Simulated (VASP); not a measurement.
Here is a VASP 6.6.1 calculation.

The input INCAR:

```
SYSTEM = Te
  PREC = Accurate
  ENCUT = 500
  EDIFF = 1E-6
  ISMEAR = 0
  SIGMA = 0.1
  LREAL = .False.
  LASPH = .True.
  NELM = 120
  ALGO = Normal
  ISIF = 2
  LWAVE = .False.
  LCHARG = .False.
  GGA = PE
  NBANDS = 9
  GGA_COMPAT = .False.
```

File KPOINTS:

```
Automatic mesh
0
Gamma
  6 6 6
  0 0 0
```

Contents of POSCAR:

```
Te
1.0
   -1.9406473614      1.9406473614      1.9406473614
    1.9406473614     -1.9406473614      1.9406473614
    1.9406473614      1.9406473614     -1.9406473614
Te
1
Direct
    0.0000000000      0.0000000000      0.0000000000
```

Potentials or basis: VASP PAW PBE potentials, release 64 (Te).

Command:

```console
$ cat potpaw_PBE.64/Te/POTCAR > POTCAR
$ mpirun -np 1 vasp_std > vasp.out
```

(1) What does it give for the band gap on the k mesh?

(2) What does it give for the pressure?

Results:

(1) zero (bands 3 and 4 overlap by 5.69 eV).

(2) -1.7 GPa.

Caveat: the k points lie up to 0.38 Å⁻¹ apart, too coarse for converged energies and pressures of a metal; the cell differs from its parent crystal (Se replaced by Te, lengths x 1.090, strained); spin-orbit coupling is left out, which moves the levels of the heavy elements.
